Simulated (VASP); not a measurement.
# CaSe (I4mm) in VASP: further runs

The runs below take CaSe through single point, with PBEsol.

Everything below comes from runs of VASP 6.6.1. Logs are shortened: lines on timing, memory, paths and dates and some standing lists are left out, and cuts for length are marked.

## 1. The cell of the first run

The structure is tetragonal, space group I4mm (No. 107). Conventional cell: a = 4.180 Å, b = 4.180 Å, c = 5.912 Å, α = 90.00°, β = 90.00°, γ = 90.00°. Within 3.8 Å of Ca (site symmetry 4mm) lie 6 Se at 2.86 to 3.06 Å. Se (site symmetry 4mm) has 6 Ca at 2.86 to 3.06 Å within 3.8 Å.

## 2. Single point, PBEsol

INCAR reads:

```
SYSTEM = CaSe
  PREC = Accurate
  ENCUT = 520
  EDIFF = 1E-7
  ISMEAR = 0
  SIGMA = 0.05
  LREAL = .False.
  LASPH = .True.
  NELM = 80
  ALGO = Normal
  ISIF = 2
  LWAVE = .False.
  LCHARG = .False.
  GGA = PS
  NBANDS = 15
```

KPOINTS reads:

```
Automatic mesh
0
Gamma
  8 8 8
  0 0 0
```

POSCAR reads:

```
CaSe
1.0
    0.0000000000      2.9560000000      2.9560000000
    2.9560000000      0.0000000000      2.9560000000
    2.9560000000      2.9560000000      0.0000000000
Ca Se
1 1
Direct
    0.0000000000      0.0000000000      0.0000000000
    0.5169147497      0.5169147497      0.4830852503
```

Potentials or basis: VASP PAW PBE potentials, release 64 (Ca_sv, Se).

On the command line:

```sh
> cat potpaw_PBE.64/Ca_sv/POTCAR potpaw_PBE.64/Se/POTCAR > POTCAR
> mpirun -np 1 vasp_std > vasp.out
```

OUTCAR:

```text
SYSTEM = CaSe
   PREC = Accurate
   ENCUT = 520
   EDIFF = 1E-7
   ISMEAR = 0
   LREAL = .False.
   LASPH = .True.
   NELM = 80
   ISIF = 2
   GGA = PS

 ion  position               nearest neighbor table
   1  0.000  0.000  0.000-   2 2.86   2 2.96   2 2.96   2 2.96   2 2.96
   2  0.517  0.517  0.483-   1 2.86   1 2.96   1 2.96   1 2.96   1 2.96

  LATTYP: Found a face centered cubic cell.
 ALAT       =     5.9120000000

  Lattice vectors:

 A1 = (   0.0000000000,   2.9560000000,   2.9560000000)
 A2 = (   2.9560000000,   0.0000000000,   2.9560000000)
 A3 = (   2.9560000000,   2.9560000000,   0.0000000000)

Analysis of symmetry for initial positions (statically):
=====================================================================
 Subroutine PRICEL returns:
 Original cell was already a primitive cell.

 Routine SETGRP: Setting up the symmetry group for a
 face centered cubic supercell.

 Subroutine GETGRP returns: Found  8 space group operations
 (whereof  8 operations were pure point group operations)
 out of a pool of 48 trial point group operations.

The static configuration has the point symmetry C_4v.

Analysis of symmetry for dynamics (positions and initial velocities):
=====================================================================
 Subroutine PRICEL returns:
 Original cell was already a primitive cell.

 Routine SETGRP: Setting up the symmetry group for a
 face centered cubic supercell.

 Subroutine GETGRP returns: Found  8 space group operations
 (whereof  8 operations were pure point group operations)
 out of a pool of 48 trial point group operations.

The dynamic configuration has the point symmetry C_4v.

 Subroutine INISYM returns: Found  8 space group operations
 (whereof  8 operations are pure point group operations),
 and found     1 'primitive' translations

----------------------------------------------------------------------------------------

                                     Primitive cell

  volume of cell :      51.6587

  direct lattice vectors                    reciprocal lattice vectors
     0.000000000  2.956000000  2.956000000    -0.169147497  0.169147497  0.169147497
     2.956000000  0.000000000  2.956000000     0.169147497 -0.169147497  0.169147497
     2.956000000  2.956000000  0.000000000     0.169147497  0.169147497 -0.169147497

  length of vectors
     4.180415290  4.180415290  4.180415290     0.292972058  0.292972058  0.292972058

  position of ions in fractional coordinates (direct lattice)
     0.000000000  0.000000000  0.000000000
     0.516914750  0.516914750  0.483085250
[... 83 lines left out ...]
   ISIF   =      2    stress and relaxation
   ISYM   =      2    0-nonsym 1-usesym 2-fastsym
   POTIM  = 0.5000    time-step for ionic-motion
   TEBEG  =    0.0;   TEEND  =   0.0 temperature during run
   PSTRESS=    0.0 pullay stress
   NELECT =      16.0000    total number of electrons
   NUPDOWN=      -1.0000    fix difference up-down
   EMIN   =  10.00;   EMAX   =-10.00  energy-range for DOS
   EFERMI =   0.00;   METHOD = LEGACY
   ISMEAR =     0;   SIGMA  =   0.05  broadening in eV -4-tet -1-fermi 0-gaus
   EFERMI_NEDOS =   21; number of points for ismear=-14 and -15
   IALGO  =     38    algorithm
   IMIX   =      4    mixing-type and parameters
     AMIX     =   0.40;   BMIX     =  1.00
     AMIX_MAG =   1.60;   BMIX_MAG =  1.00
  volume/ion in A,a.u.               =      25.83       174.30
  Fermi-wavevector in a.u.,A,eV,Ry     =   1.107645  2.093145 16.692666  1.226876
  Thomas-Fermi vector in A             =   2.244161
   LORBIT       =      0    0 simple, 1 ext, 2 COOP (PROOUT), +10 PAW based schemes
   GGA     = PS    functional components
   LHFCALC =     F    Hartree Fock is set to
   AEXX    =    0.0000 exact exchange contribution
   IVDW    =     0    specifies the selected vdW correction
   LEPSILON=     F    determine dielectric tensor
   LRPA    =     F    only Hartree local field effects (RPA)
 non-spin polarized calculation
 Gauss-broadening in eV      SIGMA  =   0.05
  energy-cutoff  :      520.00
  volume of cell :       51.66
 maximum number of plane-waves:      1411
   NGX = 15   NGY = 15   NGZ = 15

 number of electron      15.9999998 magnetization

 Free energy of the ion-electron system (eV)
  ---------------------------------------------------
  ext. energy  EPLUGINS =         0.00000000
  ---------------------------------------------------
  free energy    TOTEN  =       -10.05650544 eV

  energy without entropy =      -10.05650544  energy(sigma->0) =      -10.05650544

 E-fermi :   2.5662     XC(G=0):  -9.3319

 val. band max:        2.3357269817   @ k =   0.0000   0.0000   0.0000
 cond. band min:       4.2788782915   @ k =   0.5000   0.5000   0.0000
 fundamental gap:      1.9431513098
 Fermi energy:         2.5662279719

 k-point     1 :       0.0000    0.0000    0.0000
  band No.  band energies     occupation
      1     -37.1750      2.00000
      2     -18.2532      2.00000
      3     -18.2505      2.00000
      4     -18.2505      2.00000
      5      -9.4780      2.00000
      6       2.3276      2.00000
      7       2.3357      2.00000
      8       2.3357      2.00000
      9       5.5413      0.00000
     10       6.0093      0.00000
     11       6.0292      0.00000
     12       6.0292      0.00000
     13       6.6112      0.00000
     14       6.6565      0.00000
[... 401 lines left out ...]
      2     -18.3423      2.00000
      3     -18.2874      2.00000
      4     -18.2720      2.00000
      5      -8.8306      2.00000
      6      -0.3406      2.00000
      7       0.7234      2.00000
      8       1.2643      2.00000
      9       5.6751      0.00000
     10       7.9252      0.00000
     11       8.0412      0.00000
     12       8.2626      0.00000
     13       8.2806      0.00000
     14       9.1290      0.00000
     15      10.7106      0.00000

 [... further k-points ...]
[... 5 lines left out ...]
  --------------------------------------------------------------------------------------
  -------------------------------------------------------------------------------------
  Total       -0.3081707     -0.3081707     -0.0962527      0.0000000      0.0000000      0.0000000
  in kB       -9.5578145     -9.5578145     -2.9852465      0.0000000      0.0000000      0.0000000
  external PRESSURE =      -7.3669585 kB  Pullay stress =       0.0000000 kB

 VOLUME and BASIS-vectors are now :
 -----------------------------------------------------------------------------
  energy-cutoff  :      520.00
  volume of cell :       51.66
      direct lattice vectors                 reciprocal lattice vectors
     0.000000000  2.956000000  2.956000000    -0.169147497  0.169147497  0.169147497
     2.956000000  0.000000000  2.956000000     0.169147497 -0.169147497  0.169147497
     2.956000000  2.956000000  0.000000000     0.169147497  0.169147497 -0.169147497

 POSITION                                       TOTAL-FORCE (eV/Angst)
 -----------------------------------------------------------------------------------
      0.00000      0.00000      0.00000         0.000000      0.000000      0.308757
      2.95600      2.95600      3.05600         0.000000      0.000000     -0.308757
 -----------------------------------------------------------------------------------
    total drift:                                0.000000      0.000000     -0.000001

  FREE ENERGIE OF THE ION-ELECTRON SYSTEM (eV)
  ---------------------------------------------------
  free  energy   TOTEN  =       -10.0565054411 eV

  energy  without entropy=      -10.0565054411  energy(sigma->0) =      -10.05650544
```

OSZICAR:

```text
N       E                     dE             d eps       ncg     rms          rms(c)
DAV:   1     0.105917717204E+03    0.10592E+03   -0.73895E+03  1770   0.977E+02
DAV:   2    -0.549325445033E+01   -0.11141E+03   -0.10607E+03  2190   0.246E+02
DAV:   3    -0.997516575627E+01   -0.44819E+01   -0.44340E+01  2401   0.461E+01
DAV:   4    -0.102080444105E+02   -0.23288E+00   -0.23270E+00  2533   0.845E+00
DAV:   5    -0.102099945792E+02   -0.19502E-02   -0.19501E-02  2378   0.811E-01    0.427E+00
DAV:   6    -0.100713680258E+02    0.13863E+00   -0.16877E-01  2134   0.230E+00    0.250E+00
DAV:   7    -0.100555678543E+02    0.15800E-01   -0.82636E-02  2268   0.191E+00    0.747E-01
DAV:   8    -0.100564163426E+02   -0.84849E-03   -0.97760E-03  1875   0.771E-01    0.108E-01
DAV:   9    -0.100564544586E+02   -0.38116E-04   -0.53844E-04  2323   0.231E-01    0.433E-02
DAV:  10    -0.100565022216E+02   -0.47763E-04   -0.12091E-04  2043   0.727E-02    0.136E-02
DAV:  11    -0.100565062927E+02   -0.40710E-05   -0.14019E-05  2295   0.338E-02    0.881E-03
DAV:  12    -0.100565055787E+02    0.71398E-06   -0.20669E-06  2086   0.868E-03    0.202E-03
DAV:  13    -0.100565054370E+02    0.14171E-06   -0.13877E-07  2021   0.302E-03    0.281E-04
DAV:  14    -0.100565054411E+02   -0.40975E-08   -0.55799E-09   983   0.534E-04
   1 F= -.10056505E+02 E0= -.10056505E+02  d E =-.719480E-13
```

stdout:

```text
POSCAR found type information on POSCAR CaSe
 POSCAR found :  2 types and       2 ions
 scaLAPACK will be used
 -----------------------------------------------------------------------------
|                                                                             |
|                                                                             |
|     You enforced a specific xc type in the INCAR file but a different       |
|     I HOPE YOU KNOW WHAT YOU ARE DOING!                                     |
|                                                                             |
 -----------------------------------------------------------------------------

 LDA part: xc-table for (Slater+PW92), standard interpolation
 POSCAR, INCAR and KPOINTS ok, starting setup
 FFT: planning ... GRIDC
 FFT: planning ... GRID_SOFT
 FFT: planning ... GRID
 WAVECAR not read
 entering main loop
```

Run time: 27 s. Hardware: 1 thread of Intel Xeon Platinum 8375C at 2.90GHz (Ice Lake), shared host; peak memory 0.2 GiB.

Results:

```yaml
Free_energy: -10.0565 eV
Pressure: -0.7 GPa
Largest_force: 0.309 eV/Å
Band_gap_on_the_k_mesh: 1.94 eV, indirect (least direct gap 2.87 eV)
```

Forces in eV/Å, atoms in the order of the input:
```
Ca   0.000  0.000  0.309
Se   0.000  0.000 -0.309
```

Levels at points of the mesh, in eV from the valence-band top:
```
           k point  band 4  band 5  band 6  band 7  band 8  band 9  band 10  band 11  band 12  band 13
(0.00, 0.00, 0.00)  -20.59  -11.81   -0.01    0.00    0.00    3.21     3.67     3.69     3.69     4.28
(0.50, 0.00, 0.00)  -20.59  -11.10   -3.32   -1.20   -1.20    4.38     5.46     5.51     5.51     7.47
(0.50, 0.50, 0.00)  -20.62  -11.23   -2.54   -0.93   -0.93    1.94     4.96     5.06     6.00     6.06
(0.00, 0.50, 0.50)  -20.62  -11.23   -2.55   -0.96   -0.93    1.98     4.95     5.07     6.05     6.06
```

Caveat: the cell differs from its parent crystal (all Se atoms moved -0.100 Å, as atom 2 towards its neighbour atom 1 (Ca) at 2.956 Å); the PAW data sets were made with another functional, which shifts forces and pressure a little.

## 3. Single point, PBEsol

INCAR reads:

```
SYSTEM = CaSe
PREC = Accurate
ENCUT = 520
EDIFF = 1E-7
ISMEAR = 0
SIGMA = 0.05
LREAL = .False.
LASPH = .True.
NELM = 60
ALGO = Normal
ISIF = 2
LWAVE = .False.
LCHARG = .False.
GGA = PS
NBANDS = 15
```

KPOINTS reads:

```
regular mesh
0
Gamma
  8 8 8
  0 0 0
```

POSCAR, as its differences from that of step 2:

```diff
@@ -9,2 +9,2 @@
     0.0000000000      0.0000000000      0.0000000000
-    0.5169147497      0.5169147497      0.4830852503
+    0.4873139378      0.4873139378      0.5126860622
```

Potentials or basis: VASP PAW PBE potentials, release 64 (Ca_sv, Se).

On the command line:

```sh
> cat potpaw_PBE.64/Ca_sv/POTCAR potpaw_PBE.64/Se/POTCAR > POTCAR
> mpirun -np 1 vasp_std > vasp.out
```

Wall time 27 s (1 thread of Intel Xeon Platinum 8375C at 2.90GHz (Ice Lake), shared host); peak memory 0.2 GiB.

The run converged. Its results:

| Quantity | Value |
| --- | --- |
| Free energy | -10.0632 eV |
| Pressure | -0.8 GPa |
| Largest force | 0.228 eV/Å |
| Band gap on the k mesh | 1.93 eV, indirect (least direct gap 2.87 eV) |

Forces on the atoms (eV/Å):
```
Ca   0.000  0.000 -0.228
Se   0.000  0.000  0.228
```

Stress tensor (GPa, compression positive):
```
-0.94  0.00  0.00
 0.00 -0.94  0.00
 0.00  0.00 -0.57
```

Levels at points of the mesh, in eV from the valence-band top:
| k point | band 5 | band 6 | band 7 | band 8 | band 9 | band 10 | band 11 | band 12 |
| --- | --- | --- | --- | --- | --- | --- | --- | --- |
| (0.00, 0.00, 0.00) | -11.82 | 0.00 | 0.00 | 0.00 | 3.20 | 3.66 | 3.67 | 3.67 |
| (0.50, 0.00, 0.00) | -11.11 | -3.33 | -1.21 | -1.21 | 4.38 | 5.46 | 5.50 | 5.50 |
| (0.50, 0.50, 0.00) | -11.23 | -2.55 | -0.94 | -0.94 | 1.93 | 4.95 | 5.05 | 6.01 |
| (0.00, 0.50, 0.50) | -11.23 | -2.55 | -0.95 | -0.94 | 1.95 | 4.95 | 5.05 | 6.04 |

Caveat: the cell differs from its parent crystal (all Se atoms moved +0.075 Å, as atom 2 towards its neighbour atom 1 (Ca) at 2.956 Å); the PAW data sets were made with another functional, which shifts forces and pressure a little. A k mesh can miss the band edges.

## 4. Single point, PBEsol

INCAR reads:

```
SYSTEM = CaSe
PREC = Accurate
ENCUT = 520
EDIFF = 1E-6
ISMEAR = 0
SIGMA = 0.05
LREAL = .FALSE.
LASPH = .TRUE.
NELM = 100
ALGO = Normal
ISIF = 2
LWAVE = .FALSE.
LCHARG = .FALSE.
GGA = PS
NBANDS = 15
```

KPOINTS reads:

```
Automatic mesh
0
G
  8 8 8
  0 0 0
```

POSCAR, as its differences from that of step 3:

```diff
@@ -9,2 +9,2 @@
     0.0000000000      0.0000000000      0.0000000000
-    0.4873139378      0.4873139378      0.5126860622
+    0.5084573748      0.5084573748      0.4915426252
```

On the command line:

```sh
> cat potpaw_PBE.64/Ca_sv/POTCAR potpaw_PBE.64/Se/POTCAR > POTCAR
> mpirun -np 1 vasp_std > vasp.out
```

It took 24 s on 1 thread of Intel Xeon Platinum 8375C at 2.90GHz (Ice Lake), shared host; peak memory 0.2 GiB.

It converged, with:

```
Free energy            : -10.0679 eV
Pressure               : -0.9 GPa
Largest force          : 0.150 eV/Å
Band gap on the k mesh : 1.93 eV, indirect (least direct gap 2.87 eV)
```

Forces in eV/Å, atoms in the order of the input:
```
Ca   0.000  0.000  0.150
Se   0.000  0.000 -0.150
```

Stress tensor (GPa, compression positive):
```
-0.93  0.00  0.00
 0.00 -0.93  0.00
 0.00  0.00 -0.76
```

Levels at points of the mesh, in eV from the valence-band top:
```tsv
k point	band 6	band 7	band 8	band 9	band 10	band 11
(0.00, 0.00, 0.00)	0.00	0.00	0.00	3.19	3.65	3.66
(0.50, 0.00, 0.00)	-3.34	-1.21	-1.21	4.38	5.45	5.50
(0.50, 0.50, 0.00)	-2.56	-0.94	-0.94	1.93	4.95	5.04
(0.00, 0.50, 0.50)	-2.56	-0.95	-0.95	1.94	4.95	5.04
```

Caveat: the cell differs from its parent crystal (all Se atoms moved -0.050 Å, as atom 2 towards its neighbour atom 1 (Ca) at 2.956 Å); the PAW data sets were made with another functional, which shifts forces and pressure a little. A k mesh can miss the band edges.

## 5. Single point, PBEsol

INCAR reads:

```
SYSTEM = CaSe
  ALGO = Normal
  EDIFF = 1E-7
  ENCUT = 520
  GGA = PS
  ISIF = 2
  ISMEAR = 0
  LASPH = .True.
  LCHARG = .False.
  LREAL = .False.
  LWAVE = .False.
  NBANDS = 15
  NELM = 80
  PREC = Accurate
  SIGMA = 0.05
```

KPOINTS reads:

```
k-points
0
Gamma
  8 8 8
  0 0 0
```

POSCAR, as its differences from that of step 4:

```diff
@@ -9,2 +9,2 @@
     0.0000000000      0.0000000000      0.0000000000
-    0.5084573748      0.5084573748      0.4915426252
+    0.4957713126      0.4957713126      0.5042286874
```

On the command line:

```sh
> cat potpaw_PBE.64/Ca_sv/POTCAR potpaw_PBE.64/Se/POTCAR > POTCAR
> mpirun -np 1 vasp_std > vasp.out
```

It took 27 s on 1 thread of Intel Xeon Platinum 8375C at 2.90GHz (Ice Lake), shared host; peak memory 0.2 GiB.

Results (log left out):

```yaml
Free_energy: -10.0707 eV
Pressure: -0.9 GPa
Largest_force: 0.075 eV/Å
Band_gap_on_the_k_mesh: 1.92 eV, indirect (least direct gap 2.87 eV)
```

Forces in eV/Å, atoms in the order of the input:
```
Ca   0.000  0.000 -0.075
Se   0.000  0.000  0.075
```

Levels at points of the mesh, in eV from the valence-band top:
```csv
k point,band 6,band 7,band 8,band 9,band 10,band 11
"(0.00, 0.00, 0.00)",0.00,0.00,0.00,3.19,3.65,3.65
"(0.50, 0.00, 0.00)",-3.34,-1.22,-1.22,4.38,5.45,5.49
"(0.50, 0.50, 0.00)",-2.56,-0.95,-0.95,1.92,4.94,5.04
"(0.00, 0.50, 0.50)",-2.56,-0.95,-0.95,1.93,4.94,5.04
```

Caveat: the cell differs from its parent crystal (all Se atoms moved +0.025 Å, as atom 2 towards its neighbour atom 1 (Ca) at 2.956 Å); the PAW data sets were made with another functional, which shifts forces and pressure a little. A k mesh can miss the band edges.

## 6. Single point, PBEsol

INCAR reads:

```
SYSTEM = CaSe
PREC = Accurate ; ENCUT = 520
EDIFF = 1E-6 ; ISMEAR = 0
SIGMA = 0.05 ; LREAL = .FALSE.
LASPH = .TRUE. ; NELM = 100
ALGO = Normal ; ISIF = 2
LWAVE = .FALSE. ; LCHARG = .FALSE.
GGA = PS ; NBANDS = 15
```

KPOINTS reads:

```
regular mesh
0
G
  8 8 8
  0 0 0
```

POSCAR, as its differences from that of step 5:

```diff
@@ -9,2 +9,2 @@
     0.0000000000      0.0000000000      0.0000000000
-    0.4957713126      0.4957713126      0.5042286874
+    0.4851995940      0.4851995940      0.5148004060
```

Potentials or basis: VASP PAW PBE potentials, release 64 (Ca_sv, Se).

On the command line:

```sh
> cat potpaw_PBE.64/Ca_sv/POTCAR potpaw_PBE.64/Se/POTCAR > POTCAR
> mpirun -np 1 vasp_std > vasp.out
```

It took 25 s on 1 thread of Intel Xeon Platinum 8375C at 2.90GHz (Ice Lake), shared host; peak memory 0.2 GiB.

It converged, with:

```
Free energy            : -10.0601 eV
Pressure               : -0.8 GPa
Largest force          : 0.268 eV/Å
Band gap on the k mesh : 1.94 eV, indirect (least direct gap 2.87 eV)
```

Forces on the atoms (eV/Å):
```
Ca   0.000  0.000 -0.268
Se   0.000  0.000  0.268
```

Stress tensor (GPa, compression positive):
```
-0.95  0.00  0.00
 0.00 -0.95  0.00
 0.00  0.00 -0.45
```

Levels at points of the mesh, in eV from the valence-band top:
```csv
k point,band 6,band 7,band 8,band 9,band 10,band 11
"(0.00, 0.00, 0.00)",-0.01,0.00,0.00,3.20,3.67,3.68
"(0.50, 0.00, 0.00)",-3.33,-1.20,-1.20,4.38,5.46,5.51
"(0.50, 0.50, 0.00)",-2.54,-0.94,-0.94,1.94,4.96,5.06
"(0.00, 0.50, 0.50)",-2.55,-0.95,-0.94,1.96,4.95,5.06
```

Caveat: the cell differs from its parent crystal (all Se atoms moved +0.087 Å, as atom 2 towards its neighbour atom 1 (Ca) at 2.956 Å); the PAW data sets were made with another functional, which shifts forces and pressure a little.
